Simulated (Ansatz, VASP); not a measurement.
**Ge2P in VASP and in Ansatz**

```
Ge P
1.0
     4.55978    0.00000    0.00000
    -2.27989    3.94889    0.00000
     0.00000    0.00000    3.01914
Ge P
2 1
Direct
  0.33333 0.66667 0.50000
  0.66667 0.33333 0.50000
  0.00000 0.00000 0.00000
```

Change from the starting cell: species swapped into the LuSi2 type (P6/mmm, No. 191).

Alike in both runs: task relaxation of cell and atoms; functional PBE; k mesh 6 × 6 × 6; occupations gaussian, width 0.1 eV; no spin polarisation.

|  | VASP | Ansatz |
| --- | --- | --- |
| version | VASP 6.6.1 | Ansatz 0.2.0 |
| potentials or method | VASP PAW PBE potentials, release 64 (Ge_d, P), cutoff 600 eV | scalar-relativistic, plane waves, PAW |
| valence electrons in the cell | 33 | 33 |

|  | VASP | Ansatz | Ansatz less VASP |
| --- | --- | --- | --- |
| gap on the k mesh at the Fermi level, each at its own relaxed structure (eV) | none | none | - |
| relaxed volume (Å³/atom) | 17.99 | 17.93 | -0.059 |
| relaxed length of the cell vector where the two differ most in proportion (Å) | 2.961 | 2.954 | -0.0068 |

A gap of «none» marks a metal or a gap that the smearing closes.
